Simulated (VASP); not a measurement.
Here is a VASP 6.6.1 calculation.

The input INCAR:

```
SYSTEM = CoSi2
PREC = Accurate
ENCUT = 520
EDIFF = 1E-6
ISMEAR = 0
SIGMA = 0.15
LREAL = .FALSE.
LASPH = .TRUE.
NELM = 150
ALGO = Normal
ISIF = 2
LWAVE = .FALSE.
LCHARG = .TRUE.
ISPIN = 2
MAGMOM = 1.375 0 0
LORBIT = 11
NUPDOWN = 1.375
LMAXMIX = 4
GGA = PS
LELF = .TRUE.
LVHAR = .TRUE.
NBANDS = 20
```

KPOINTS

```
Automatic mesh
0
G
  14 14 14
  0 0 0
```

The input POSCAR:

```
CoSi2
1.0
    0.0000000000      2.5835250176      2.5835250176
    2.5835250176      0.0000000000      2.5835250176
    2.5835250176      2.5835250176      0.0000000000
Co Si
1 2
Direct
    0.0000000000      0.0000000000      0.0000000000
    0.2500000000      0.2500000000      0.2500000000
    0.7500000000      0.7500000000      0.7500000000
```

Potentials or basis: VASP PAW PBE potentials, release 64 (Co, Si).

Launch:

```bash
$ cat potpaw_PBE.64/Co/POTCAR potpaw_PBE.64/Si/POTCAR > POTCAR
$ mpirun -np 1 vasp_std > vasp.out
```

**Question.** What does it give for the pressure?

**Answer.** 28.5 GPa.

Caveat: the cell stands under pressure; the PAW data sets were made with another functional, which shifts forces and pressure a little; the total moment is fixed, so each spin has its own Fermi level and the state may be an excited one.
